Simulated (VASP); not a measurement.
Here is a VASP 6.6.1 calculation.

Contents of INCAR:

```
SYSTEM = Ir
PREC = Accurate
ENCUT = 520
EDIFF = 1E-7
ISMEAR = -1
SIGMA = 0.05
LREAL = .False.
LASPH = .True.
NELM = 60
ALGO = Normal
ISIF = 2
LWAVE = .False.
LCHARG = .False.
LDIPOL = .True.
IDIPOL = 3
DIPOL = 0.5 0.5 0.500
GGA = PS
NBANDS = 30
```

Contents of KPOINTS:

```
regular mesh
0
Gamma
  13 13 1
  0 0 0
```

POSCAR

```
Ir
1.0
    2.7088887785      0.0000000000      0.0000000000
    0.0000000000      2.7088887785      0.0000000000
    0.0000000000      0.0000000000     23.6619000000
Ir
5
Direct
    0.0000000000      0.0000000000      0.3380963809
    0.5000000000      0.5000000000      0.4190481902
    0.0000000000      0.0000000000      0.5000000000
    0.5000000000      0.5000000000      0.5809518098
    0.0000000000      0.0000000000      0.6619036191
```

Potentials or basis: VASP PAW PBE potentials, release 64 (Ir).

Command:

```sh
$ cat potpaw_PBE.64/Ir/POTCAR > POTCAR
$ mpirun -np 1 vasp_std > vasp.out
```

**Question.** Estimate the band gap on the k mesh.

**Answer.** Zero (an odd number of electrons rules out a gap without spin polarisation).

**Question.** Estimate the largest force.

**Answer.** 1.214 eV/Å.

Forces on the atoms (eV/Å):
```
Ir   0.000  0.000  1.092
Ir   0.000  0.000 -1.214
Ir   0.000  0.000  0.000
Ir   0.000  0.000  1.214
Ir   0.000  0.000 -1.092
```

Caveat: the PAW data sets were made with another functional, which shifts forces and pressure a little; spin-orbit coupling is left out, which moves the levels of the heavy elements.
